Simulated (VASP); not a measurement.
Set up this calculation in VASP 6.6.1, as the native input.

```yaml
Task: single point
Functional: PBE
Potentials_or_basis: VASP PAW PBE potentials, release 64 (Ga_d, As_d)
Cutoff: 510 eV
k_mesh: 8 × 8 × 8
Occupations: fermi-dirac, width 0.02 eV
Spin: no spin polarisation
Dipole_correction: no
Further_INCAR_settings: ALGO = Normal; EDIFF = 1e-06; NBANDS = 21
```

The structure of GaAs lies in POSCAR:

```
GaAs
1.0
    0.0000000000      2.8330850948      2.8330850948
    2.7155120634      0.0000000000      2.8330850948
    2.7155120634      2.8330850948      0.0000000000
Ga As
1 1
Direct
    0.0000000000      0.0000000000      0.0000000000
    0.2500000000      0.2500000000      0.2500000000
```

This cell differs from its parent crystal: uniaxial x strain -4.2%.

The input as run:

INCAR

```
PREC     = Accurate       # precision mode
ENCUT    = 510            # plane-wave cutoff, eV
EDIFF    = 1E-6           # SCF threshold, eV
ISMEAR   = -1             # smearing method
SIGMA    = 0.02           # smearing width, eV
LREAL    = F              # projectors in reciprocal space
LASPH    = T              # aspherical terms in the spheres
NELM     = 120            # most SCF steps
ALGO     = Normal         # electronic algorithm
ISIF     = 2              # what is computed and relaxed
LWAVE    = F              # write WAVECAR
LCHARG   = F              # write CHGCAR
GGA      = PE             # functional
NBANDS   = 21             # bands
GGA_COMPAT= F
```

KPOINTS

```
Automatic mesh
0
Gamma
  8 8 8
```

Potentials or basis: VASP PAW PBE potentials, release 64 (Ga_d, As_d).

Command:

```bash
$ cat potpaw_PBE.64/Ga_d/POTCAR potpaw_PBE.64/As_d/POTCAR > POTCAR
$ mpirun -np 1 vasp_std > vasp.out
```

It gave:

```
Pressure               : 6.1 GPa
Band gap on the k mesh : 0.62 eV
```

Caveat: the cell differs from its parent crystal (uniaxial x strain -4.2%); the cell stands under pressure; semilocal functionals underestimate gaps, and a narrow one can read as zero.

Wall time 28 s on 1 thread of AMD EPYC 9R45 (Zen 5), on a shared host, peak memory 0.16 GiB.
